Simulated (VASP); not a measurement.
# BaS (Fm-3m) in VASP: notebook

Runs on BaS. Level: PBE. Tasks: relaxation of cell and atoms.

Program: VASP 6.6.1. These are calculated values, not measurements. Logs are shortened: lines on timing, memory, paths and dates and some standing lists are left out, and cuts for length are marked.

**1. The cell of the first run**

It takes space group Fm-3m (No. 225, cubic). The conventional cell has a = 6.388 Å, b = 6.388 Å, c = 6.388 Å, α = 90.00°, β = 90.00°, γ = 90.00°. Within 4.2 Å of Ba (site symmetry m-3m) lie 6 S at 3.19 Å. Within 4.2 Å of S (site symmetry m-3m) lie 6 Ba at 3.19 Å.

**2. Relaxation of cell and atoms, PBE, target pressure 2 GPa, at which the enthalpy is minimised**

INCAR reads:

```
  PREC = Accurate
  ENCUT = 500
  EDIFF = 1E-7
  ISMEAR = 0
  SIGMA = 0.01
  LREAL = False
  LASPH = True
  NELM = 120
  ALGO = Normal
  ISIF = 3
  LWAVE = False
  LCHARG = False
  GGA = PE
  IBRION = 2
  NSW = 80
  EDIFFG = -0.02
  PSTRESS = 20.0
  GGA_COMPAT = False
  NELMIN = 4
```

KPOINTS reads:

```
regular mesh
0
Gamma
  4 4 4
```

POSCAR reads:

```
BaS
1.0
    0.0000000000      3.1937500000      3.1937500000
    3.1937500000      0.0000000000      3.1937500000
    3.1937500000      3.1937500000      0.0000000000
Ba S
1 1
Direct
    0.0000000000      0.0000000000      0.0000000000
    0.5000000000      0.5000000000      0.5000000000
```

Potentials or basis: VASP PAW PBE potentials, release 64 (Ba_sv, S).

Command:

```
cat potpaw_PBE.64/Ba_sv/POTCAR potpaw_PBE.64/S/POTCAR > POTCAR
mpirun -np 1 vasp_std > vasp.out
```

OUTCAR:

```text
PREC = Accurate
   ENCUT = 500
   EDIFF = 1E-7
   ISMEAR = 0
   LREAL = False
   LASPH = True
   NELM = 120
   ISIF = 3
   GGA = PE
   IBRION = 2
   NSW = 80
   EDIFFG = -0.02
   PSTRESS = 20.0
   NELMIN = 4

 ion  position               nearest neighbor table
   1  0.000  0.000  0.000-   2 3.19   2 3.19   2 3.19   2 3.19   2 3.19   2 3.19
   2  0.500  0.500  0.500-   1 3.19   1 3.19   1 3.19   1 3.19   1 3.19   1 3.19

  LATTYP: Found a face centered cubic cell.
 ALAT       =     6.3875000000

  Lattice vectors:

 A1 = (   0.0000000000,   3.1937500000,   3.1937500000)
 A2 = (   3.1937500000,   0.0000000000,   3.1937500000)
 A3 = (   3.1937500000,   3.1937500000,   0.0000000000)

Analysis of symmetry for initial positions (statically):
=====================================================================
 Subroutine PRICEL returns:
 Original cell was already a primitive cell.

 Routine SETGRP: Setting up the symmetry group for a
 face centered cubic supercell.

 Subroutine GETGRP returns: Found 48 space group operations
 (whereof 48 operations were pure point group operations)
 out of a pool of 48 trial point group operations.

The static configuration has the point symmetry O_h .

Analysis of symmetry for dynamics (positions and initial velocities):
=====================================================================
 Subroutine PRICEL returns:
 Original cell was already a primitive cell.

 Routine SETGRP: Setting up the symmetry group for a
 face centered cubic supercell.

 Subroutine GETGRP returns: Found 48 space group operations
 (whereof 48 operations were pure point group operations)
 out of a pool of 48 trial point group operations.

The dynamic configuration has the point symmetry O_h .

 Subroutine INISYM returns: Found 48 space group operations
 (whereof 48 operations are pure point group operations),
 and found     1 'primitive' translations

----------------------------------------------------------------------------------------

                                     Primitive cell

  volume of cell :      65.1527

  direct lattice vectors                    reciprocal lattice vectors
     0.000000000  3.193750000  3.193750000    -0.156555773  0.156555773  0.156555773
     3.193750000  0.000000000  3.193750000     0.156555773 -0.156555773  0.156555773
     3.193750000  3.193750000  0.000000000     0.156555773  0.156555773 -0.156555773

  length of vectors
     4.516644565  4.516644565  4.516644565     0.271162553  0.271162553  0.271162553

  position of ions in fractional coordinates (direct lattice)
     0.000000000  0.000000000  0.000000000
     0.500000000  0.500000000  0.500000000

  ion indices of the primitive-cell ions
   primitive index   ion index
                 1           1
                 2           2

----------------------------------------------------------------------------------------

 KPOINTS: regular mesh

Automatic generation of k-mesh.
 Grid dimensions read from file:
 generate k-points for:    4    4    4

 Generating k-lattice:

  Cartesian coordinates                     Fractional coordinates (reciprocal lattice)
    -0.039138943  0.039138943  0.039138943     0.250000000  0.000000000  0.000000000
     0.039138943 -0.039138943  0.039138943     0.000000000  0.250000000  0.000000000
     0.039138943  0.039138943 -0.039138943     0.000000000  0.000000000  0.250000000

  Length of vectors
     0.067790638  0.067790638  0.067790638

  Shift w.r.t. Gamma in fractional coordinates (k-lattice)
     0.000000000  0.000000000  0.000000000

 Subroutine IBZKPT returns following result:
 ===========================================

 Found      8 irreducible k-points:

 Following reciprocal coordinates:
            Coordinates               Weight
  0.000000  0.000000  0.000000      1.000000
  0.250000  0.000000  0.000000      8.000000
  0.500000  0.000000  0.000000      4.000000
  0.250000  0.250000  0.000000      6.000000
  0.500000  0.250000  0.000000     24.000000
 -0.250000  0.250000  0.000000     12.000000
  0.500000  0.500000  0.000000      3.000000
 -0.250000  0.500000  0.250000      6.000000
   k-points           NKPTS =      8   k-points in BZ     NKDIM =      8   number of bands    NBANDS=     12
   number of dos      NEDOS =    301   number of ions     NIONS =      2
   total plane-waves  NPLWV =  46656
   dimension x,y,z NGX =    36 NGY =   36 NGZ =   36
   dimension x,y,z NGXF=    72 NGYF=   72 NGZF=   72
   ions per type =               1   1
   NGX,Y,Z   is equivalent  to a cutoff of  13.25, 13.25, 13.25 a.u.
   NGXF,Y,Z  is equivalent  to a cutoff of  26.50, 26.50, 26.50 a.u.
 SYSTEM =  unknown system
   PREC   = accura    normal or accurate (medium, high low for compatibility)
   ISTART =      0    job   : 0-new  1-cont  2-samecut
   ICHARG =      2    charge: 1-file 2-atom 10-const
   ISPIN  =      1    spin polarized calculation?
   LNONCOLLINEAR =      F non collinear calculations
   LSORBIT =      F    spin-orbit coupling
   LASPH  =      T    aspherical Exc in radial PAW
   ENCUT  =  500.0 eV  36.75 Ry    6.06 a.u.   8.23  8.23  8.23*2*pi/ulx,y,z
   NELM   =    120;   NELMIN=  4; NELMDL= -5     # of ELM steps
   EDIFF  = 0.1E-06   stopping-criterion for ELM
   LREAL  =      F    real-space projection
   EDIFFG = -.2E-01   stopping-criterion for IOM
   NSW    =     80    number of steps for IOM
   IBRION =      2    ionic relax: 0-MD 1-quasi-New 2-CG
   NFREE  =      1    steps in history (QN), initial steepest desc. (CG)
   ISIF   =      3    stress and relaxation
   ISYM   =      2    0-nonsym 1-usesym 2-fastsym
   POTIM  = 0.5000    time-step for ionic-motion
   TEBEG  =    0.0;   TEEND  =   0.0 temperature during run
   PSTRESS=   20.0 pullay stress
   NELECT =      16.0000    total number of electrons
   NUPDOWN=      -1.0000    fix difference up-down
   EMIN   =  10.00;   EMAX   =-10.00  energy-range for DOS
   EFERMI =   0.00;   METHOD = LEGACY
   ISMEAR =     0;   SIGMA  =   0.01  broadening in eV -4-tet -1-fermi 0-gaus
   EFERMI_NEDOS =   21; number of points for ismear=-14 and -15
   IALGO  =     38    algorithm
   IMIX   =      4    mixing-type and parameters
     AMIX     =   0.40;   BMIX     =  1.00
     AMIX_MAG =   1.60;   BMIX_MAG =  1.00
  volume/ion in A,a.u.               =      32.58       219.84
  Fermi-wavevector in a.u.,A,eV,Ry     =   1.025189  1.937326 14.299891  1.051012
  Thomas-Fermi vector in A             =   2.159016
   LORBIT       =      0    0 simple, 1 ext, 2 COOP (PROOUT), +10 PAW based schemes
   GGA     = PE    functional components
   LHFCALC =     F    Hartree Fock is set to
   AEXX    =    0.0000 exact exchange contribution
   IVDW    =     0    specifies the selected vdW correction
   LEPSILON=     F    determine dielectric tensor
   LRPA    =     F    only Hartree local field effects (RPA)
 conjugate gradient relaxation of ions
 non-spin polarized calculation
 Gauss-broadening in eV      SIGMA  =   0.01
  energy-cutoff  :      500.00
  volume of cell :       65.15
 maximum number of plane-waves:      1676
 NGX is ok and might be reduce to    36
   NGX = 17   NGY = 17   NGZ = 17

--------------------------------------- Ionic step        1  -------------------------------------------

 number of electron      16.0000001 magnetization

 Free energy of the ion-electron system (eV)
  ---------------------------------------------------
  ext. energy  EPLUGINS =         0.00000000
  ---------------------------------------------------
  free energy    TOTEN  =       -10.17950536 eV

  energy without entropy =      -10.17950536  energy(sigma->0) =      -10.17950536

------------------------ aborting loop because EDIFF is reached ----------------------------------------

  FORCE on cell =-STRESS in cart. coord.  units (eV):
  Direction    XX          YY          ZZ          XY          YZ          ZX
  --------------------------------------------------------------------------------------
  -------------------------------------------------------------------------------------
  Total        0.5953751      0.5953751      0.5953751      0.0000000     -0.0000000      0.0000000
  in kB       14.6409240     14.6409240     14.6409240      0.0000000     -0.0000000      0.0000000
  external PRESSURE =      -5.3590760 kB  Pullay stress =      20.0000000 kB

 VOLUME and BASIS-vectors are now :
 -----------------------------------------------------------------------------
  energy-cutoff  :      500.00
  volume of cell :       65.15
      direct lattice vectors                 reciprocal lattice vectors
     0.000000000  3.193750000  3.193750000    -0.156555773  0.156555773  0.156555773
     3.193750000  0.000000000  3.193750000     0.156555773 -0.156555773  0.156555773
     3.193750000  3.193750000  0.000000000     0.156555773  0.156555773 -0.156555773

 POSITION                                       TOTAL-FORCE (eV/Angst)
 -----------------------------------------------------------------------------------
      0.00000      0.00000      0.00000        -0.000000     -0.000000      0.000000
      3.19375      3.19375      3.19375         0.000000      0.000000     -0.000000
 -----------------------------------------------------------------------------------
    total drift:                                0.000000      0.000000      0.000000

  FREE ENERGIE OF THE ION-ELECTRON SYSTEM (eV)
  ---------------------------------------------------
  free  energy   TOTEN  =       -10.1795053559 eV
[... 19 lines left out ...]
 VOLUME and BASIS-vectors are now :
 -----------------------------------------------------------------------------
  energy-cutoff  :      500.00
  volume of cell :       64.13
      direct lattice vectors                 reciprocal lattice vectors
    -0.000000000  3.176961411  3.176961411    -0.157383089  0.157383089  0.157383089
     3.176961411 -0.000000000  3.176961411     0.157383089 -0.157383089  0.157383089
     3.176961411  3.176961411  0.000000000     0.157383089  0.157383089 -0.157383089

 POSITION                                       TOTAL-FORCE (eV/Angst)
 -----------------------------------------------------------------------------------
      6.35392      3.17696      3.17696        -0.000000      0.000000      0.000000
      3.17696      3.17696      3.17696         0.000000     -0.000000     -0.000000
 -----------------------------------------------------------------------------------
    total drift:                                0.000000      0.000000      0.000000

  FREE ENERGIE OF THE ION-ELECTRON SYSTEM (eV)
  ---------------------------------------------------
  free  energy   TOTEN  =       -10.1676812122 eV

  energy  without entropy=      -10.1676812122  energy(sigma->0) =      -10.16768121

  enthalpy is  TOTEN    =        -9.3671371733 eV   P V=        0.8005440389

--------------------------------------- Ionic step        3  -------------------------------------------

 number of electron      16.0000001 magnetization

 Free energy of the ion-electron system (eV)
  ---------------------------------------------------
  ext. energy  EPLUGINS =         0.00000000
  ---------------------------------------------------
  free energy    TOTEN  =       -10.17191667 eV

  energy without entropy =      -10.17191667  energy(sigma->0) =      -10.17191667

 E-fermi :   1.5656     XC(G=0):  -8.6693

 val. band max:        1.5171702762   @ k =   0.0000   0.0000   0.0000
 cond. band min:       3.6001441376   @ k =   0.5000   0.5000   0.0000
 fundamental gap:      2.0829738614
 Fermi energy:         1.5656060004

 k-point     1 :       0.0000    0.0000    0.0000
  band No.  band energies     occupation
      1     -24.5319      2.00000
      2      -9.5858      2.00000
      3      -9.5858      2.00000
      4      -9.5858      2.00000
      5      -8.8591      2.00000
      6       1.5172      2.00000
      7       1.5172      2.00000
      8       1.5172      2.00000
      9       5.1666      0.00000
     10       5.3807      0.00000
     11       5.3807      0.00000
     12       5.3807      0.00000

 k-point     2 :       0.2500    0.0000    0.0000
  band No.  band energies     occupation
      1     -24.5084      2.00000
      2     -10.3516      2.00000
      3      -9.6057      2.00000
      4      -9.6057      2.00000
      5      -8.0448      2.00000
      6       0.3550      2.00000
      7       0.8768      2.00000
      8       0.8768      2.00000
      9       5.6237      0.00000
     10       6.2783      0.00000
     11       6.2783      0.00000
     12       6.9641      0.00000
[... 101 lines left out ...]
 VOLUME and BASIS-vectors are now :
 -----------------------------------------------------------------------------
  energy-cutoff  :      500.00
  volume of cell :       64.45
      direct lattice vectors                 reciprocal lattice vectors
    -0.000000000  3.182225389  3.182225389    -0.157122749  0.157122749  0.157122749
     3.182225389 -0.000000000  3.182225389     0.157122749 -0.157122749  0.157122749
     3.182225389  3.182225389  0.000000000     0.157122749  0.157122749 -0.157122749

 POSITION                                       TOTAL-FORCE (eV/Angst)
 -----------------------------------------------------------------------------------
     -0.00000      0.00000      0.00000         0.000000     -0.000000     -0.000000
      3.18223      3.18223      3.18223        -0.000000      0.000000      0.000000
 -----------------------------------------------------------------------------------
    total drift:                                0.000000      0.000000      0.000000

  FREE ENERGIE OF THE ION-ELECTRON SYSTEM (eV)
  ---------------------------------------------------
  free  energy   TOTEN  =       -10.1719166743 eV

  energy  without entropy=      -10.1719166743  energy(sigma->0) =      -10.17191667

  enthalpy is  TOTEN    =        -9.3673867205 eV   P V=        0.8045299537

 reached required accuracy - stopping structural energy minimisation
```

Wall time 47 s (1 thread of Intel Xeon 8259CL, shared host); peak memory 0.2 GiB.

What came out:

- Free energy: -10.1719 eV
- Relaxed volume: 32.22 Å³/atom
- Relaxed cell: a = 4.500 Å, b = 4.500 Å, c = 4.500 Å, α = 60.00°, β = 60.00°, γ = 60.00°
- Space group after relaxing (to 0.05 Å): Fm-3m (No. 225)
- Energy change on relaxing (the enthalpy is what falls): +3.8 meV/atom
- Ionic steps: 3
- Pressure after relaxing: 2.0 GPa
- Band gap on the k mesh: 2.08 eV, indirect (least direct gap 2.21 eV)

The path:
```tsv
step	energy change (eV)	largest force (eV/Å)	pressure (GPa)	volume (Å³)
1	0.0000	0.0000	1.46	65.15
2	0.0118	0.0000	2.25	64.13
3	0.0076	0.0000	2.00	64.45
```

Final structure:
```
CELL_PARAMETERS angstrom
0.00000 3.18223 3.18223
3.18223 0.00000 3.18223
3.18223 3.18223 0.00000
ATOMIC_POSITIONS crystal
Ba 0.00000 0.00000 0.00000
S 0.50000 0.50000 0.50000
```

Caveat: the k points lie up to 0.43 Å⁻¹ apart in the final cell; the cell is relaxed towards a set pressure, so the enthalpy falls and the energy may rise; spin-orbit coupling is left out, which moves the levels of the heavy elements. A k mesh can miss the band edges.

**3. Relaxation of cell and atoms, PBE, target pressure 5 GPa, at which the enthalpy is minimised**

INCAR reads:

```
SYSTEM = BaS
ALGO = Normal
EDIFF = 1E-7
EDIFFG = -0.02
ENCUT = 500
GGA = PE
GGA_COMPAT = .FALSE.
IBRION = 2
ISIF = 3
ISMEAR = 0
LASPH = .TRUE.
LCHARG = .FALSE.
LREAL = .FALSE.
LWAVE = .FALSE.
NELM = 120
NELMIN = 4
NSW = 80
PREC = Accurate
PSTRESS = 50.0
SIGMA = 0.01
```

KPOINTS reads:

```
k-points
0
G
  4 4 4
  0 0 0
```

POSCAR is that of step 2.

Potentials or basis: VASP PAW PBE potentials, release 64 (Ba_sv, S).

Command:

```
cat potpaw_PBE.64/Ba_sv/POTCAR potpaw_PBE.64/S/POTCAR > POTCAR
mpirun -np 1 vasp_std > vasp.out
```

It took 49 s on 1 thread of Intel Xeon 8259CL, shared host; peak memory 0.2 GiB.

Results (log left out):

| Property | Result |
| --- | --- |
| Free energy | -10.1008 eV |
| Relaxed volume | 30.56 Å³/atom |
| Relaxed cell | a = 4.422 Å, b = 4.422 Å, c = 4.422 Å, α = 60.00°, β = 60.00°, γ = 60.00° |
| Space group after relaxing (to 0.05 Å) | Fm-3m (No. 225) |
| Energy change on relaxing (the enthalpy is what falls) | +39.3 meV/atom |
| Ionic steps | 3 |
| Pressure after relaxing | 5.0 GPa |
| Band gap on the k mesh | 1.98 eV, indirect (least direct gap 2.08 eV) |

The path:
```tsv
step	energy change (eV)	largest force (eV/Å)	pressure (GPa)	volume (Å³)
1	0.0000	0.0000	1.46	65.15
2	0.1789	0.0000	7.87	58.61
3	0.0787	0.0000	4.99	61.12
```

Final structure:
```yaml
crystal:
  lattice:
    - [0.00000, 3.12651, 3.12651]
    - [3.12651, 0.00000, 3.12651]
    - [3.12651, 3.12651, 0.00000]
  atoms:
    - { symbol: Ba, position: [0.00000, 0.00000, 0.00000] }
    - { symbol: S, position: [0.50000, 0.50000, 0.50000] }
```

Levels at points of the mesh, in eV from the valence-band top:
| k point | band 4 | band 5 | band 6 | band 7 | band 8 | band 9 | band 10 | band 11 | band 12 |
| --- | --- | --- | --- | --- | --- | --- | --- | --- | --- |
| (0.00, 0.00, 0.00) | -10.94 | -10.46 | 0.00 | 0.00 | 0.00 | 3.86 | 3.86 | 3.86 | 3.92 |
| (0.50, 0.00, 0.00) | -10.98 | -8.91 | -2.08 | -1.22 | -1.22 | 5.76 | 5.88 | 6.54 | 6.54 |
| (0.50, 0.50, 0.00) | -11.18 | -10.38 | -0.44 | -0.10 | -0.10 | 1.98 | 6.09 | 6.42 | 7.83 |

Caveat: the k points lie up to 0.44 Å⁻¹ apart in the final cell; the cell is relaxed towards a set pressure, so the enthalpy falls and the energy may rise; spin-orbit coupling is left out, which moves the levels of the heavy elements. Expect the measured gap to be larger: semilocal functionals such as PBE lack the derivative discontinuity.

**4. Relaxation of cell and atoms, PBE, target pressure 10 GPa, at which the enthalpy is minimised**

INCAR reads:

```
PREC = Accurate ; ENCUT = 500
EDIFF = 1E-7 ; ISMEAR = 0
SIGMA = 0.01 ; LREAL = F
LASPH = T ; NELM = 120
ALGO = Normal ; ISIF = 3
LWAVE = F ; LCHARG = F
GGA = PE ; IBRION = 2
NSW = 80 ; EDIFFG = -0.02
PSTRESS = 100.0 ; GGA_COMPAT = F
NELMIN = 4
```

KPOINTS reads:

```
Automatic mesh
0
Gamma
  4 4 4
```

POSCAR is that of step 3.

Command:

```
cat potpaw_PBE.64/Ba_sv/POTCAR potpaw_PBE.64/S/POTCAR > POTCAR
mpirun -np 1 vasp_std > vasp.out
```

It took 68 s on 1 thread of Intel Xeon 8259CL, shared host; peak memory 0.21 GiB.

It converged, with:

```yaml
Free_energy: -9.9149 eV
Relaxed_volume: 28.53 Å³/atom
Relaxed_cell: a = 4.321 Å, b = 4.321 Å, c = 4.321 Å, α = 60.00°, β = 60.00°, γ = 60.00°
Space_group_after_relaxing_to_0.05_Å: Fm-3m (No. 225)
Energy_change_on_relaxing_the_enthalpy_is_what_falls: +132.3 meV/atom
Ionic_steps: 4
Pressure_after_relaxing: 10.0 GPa
Band_gap_on_the_k_mesh: 1.82 eV, indirect (least direct gap 1.86 eV)
```

Step by step:
```csv
step,energy change (eV),largest force (eV/Å),pressure (GPa),volume (Å³)
1,0.0000,0.0000,1.46,65.15
2,0.9654,0.0000,23.79,50.12
3,0.2552,0.0000,9.75,57.21
4,0.2646,0.0000,9.97,57.06
```

Final structure:
```
Ba S
1.0
     0.00000    3.05566    3.05566
     3.05566    0.00000    3.05566
     3.05566    3.05566    0.00000
Ba S
1 1
Direct
  0.00000 0.00000 0.00000
  0.50000 0.50000 0.50000
```

Levels at points of the mesh, in eV from the valence-band top:
| k point | band 5 | band 6 | band 7 | band 8 | band 9 | band 10 | band 11 | band 12 |
| --- | --- | --- | --- | --- | --- | --- | --- | --- |
| (0.00, 0.00, 0.00) | -10.57 | 0.00 | 0.00 | 0.00 | 3.83 | 3.83 | 3.83 | 4.29 |
| (0.50, 0.00, 0.00) | -8.66 | -2.25 | -1.38 | -1.38 | 5.99 | 6.08 | 6.80 | 6.80 |
| (0.50, 0.50, 0.00) | -10.53 | -0.31 | -0.04 | -0.04 | 1.82 | 6.24 | 6.88 | 8.20 |

Caveat: the k points lie up to 0.45 Å⁻¹ apart in the final cell; the cell is relaxed towards a set pressure, so the enthalpy falls and the energy may rise; spin-orbit coupling is left out, which moves the levels of the heavy elements.

**5. The runs side by side**

| cell | gap on the mesh (eV) | pressure (GPa) |
| --- | --- | --- |
| relaxed to 2 GPa | 2.08 | 2.0 |
| relaxed to 5 GPa | 1.98 | 5.0 |
| relaxed to 10 GPa | 1.82 | 10.0 |

Alike in all rows: task relaxation of cell and atoms; level PBE; potentials or basis VASP PAW PBE potentials, release 64 (Ba_sv, S); no spin polarisation; k mesh 4 × 4 × 4; cutoff (eV) 500; smearing gaussian 0.01 eV.

Caveats: all runs use coarse meshes; the cell is relaxed towards a set pressure, so the enthalpy falls and the energy may rise; spin-orbit coupling is left out, which moves the levels of the heavy elements.

Absolute energies hang on the potentials; compare differences alone.
